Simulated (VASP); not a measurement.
## C: single point with PBE+D3(BJ)

Slab: C, a slab with vacuum.

```xyz
24
Lattice="4.9301 0.0000 0.0000 -2.4650 4.2696 0.0000 0.0000 0.0000 23.6987" Properties=species:S:1:pos:R:3 pbc="T T T"
C     2.4650    2.8464    8.5000
C     3.6976    0.7116    8.5000
C     0.0000    2.8464    8.5000
C     1.2325    0.7116    8.5000
C     2.4650    1.4232    8.5016
C     1.2325    3.5580    8.5016
C     0.0000    1.4232    8.5016
C    -1.2325    3.5580    8.5016
C    -1.2325    3.5580   11.8486
C     0.0000    1.4232   11.8486
C     1.2325    3.5580   11.8486
C     2.4650    1.4232   11.8486
C    -1.2325    2.1348   11.8502
C     0.0000    0.0000   11.8502
C     1.2325    2.1348   11.8502
C     2.4650    0.0000   11.8502
C     2.4650    0.0000   15.1971
C     1.2325    2.1348   15.1971
C     0.0000    0.0000   15.1971
C    -1.2325    2.1348   15.1971
C     0.0000    2.8464   15.1987
C     1.2325    0.7116   15.1987
C     2.4650    2.8464   15.1987
C     3.6976    0.7116   15.1987
```

| Quantity | Value |
| --- | --- |
| Program | VASP 6.6.1 |
| Task | single point |
| Functional | PBE |
| Dispersion | D3(BJ) |
| Potentials or basis | VASP PAW PBE potentials, release 64 (C) |
| Cutoff | 520 eV |
| k mesh | 6 × 6 × 1 |
| Occupations | gaussian, width 0.05 eV |
| Spin | no spin polarisation |

| Property | Result |
| --- | --- |
| Largest force | 0.016 eV/Å |
| Band gap on the k mesh | 0.02 eV |
| Dispersion energy per atom | -0.132 eV |

Forces in eV/Å, atoms in the order of the input:
```
C    0.000  0.000  0.008
C    0.000  0.000  0.008
C    0.000  0.000  0.008
C    0.000  0.000  0.008
C    0.000  0.000 -0.016
C    0.000  0.000 -0.016
C    0.000  0.000 -0.016
C    0.000  0.000 -0.016
C    0.000  0.000 -0.002
C    0.000  0.000 -0.002
C    0.000  0.000 -0.002
C    0.000  0.000 -0.002
C    0.000  0.000  0.002
C    0.000  0.000  0.002
C    0.000  0.000  0.002
C    0.000  0.000  0.002
C    0.000  0.000  0.016
C    0.000  0.000  0.016
C    0.000  0.000  0.016
C    0.000  0.000  0.016
C    0.000  0.000 -0.008
C    0.000  0.000 -0.008
C    0.000  0.000 -0.008
C    0.000  0.000 -0.008
```

Levels at points of the mesh, in eV from the valence-band top:
```tsv
k point	band 45	band 46	band 47	band 48	band 49	band 50	band 51	band 52
(0.00, 0.00, 0.00)	-2.39	-2.11	-2.11	-2.11	1.46	1.46	1.46	1.77
(0.50, 0.00, 0.00)	-2.73	-2.73	-2.20	-2.20	2.61	2.61	2.82	2.82
```

Run time: 15 min on 1 thread of AMD EPYC 7R43 64-Core Processor (Zen 3) (shared host), peak memory 0.54 GiB.
